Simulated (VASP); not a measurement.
Here is a VASP 6.6.1 calculation.

INCAR

```
  PREC = Accurate
  ENCUT = 520
  EDIFF = 1E-6
  ISMEAR = 0
  SIGMA = 0.05
  LREAL = F
  LASPH = T
  NELM = 60
  ALGO = Normal
  ISIF = 2
  LWAVE = F
  LCHARG = F
  NBANDS = 15
```

Contents of KPOINTS:

```
regular mesh
0
Gamma
  8 8 8
```

Contents of POSCAR:

```
KF
1.0
    0.0543025870      2.5528878800      2.5528878800
    2.5528878800      0.0543025870      2.5528878800
    2.5528878800      2.5528878800      0.0543025870
K F
1 1
Direct
    0.0000000000      0.0000000000      0.0000000000
    0.5000000000      0.5000000000      0.5000000000
```

Potentials or basis: VASP PAW LDA potentials, release 64 (K_sv, F).

Launch:

```sh
$ cat potpaw_LDA.64/K_sv/POTCAR potpaw_LDA.64/F/POTCAR > POTCAR
$ mpirun -np 1 vasp_std > vasp.out
```

Task: What does it give for the band gap on the k mesh?

Result: 6.72 eV, indirect (the least direct gap lies 4.9 meV higher).

Task: Estimate the pressure.

Result: 3.7 GPa.

Stress tensor (GPa, compression positive):
```
 3.71 -0.26 -0.26
-0.26  3.71 -0.26
-0.26 -0.26  3.71
```

A k mesh can miss the band edges. Expect the measured gap to be larger: semilocal functionals such as LDA lack the derivative discontinuity.
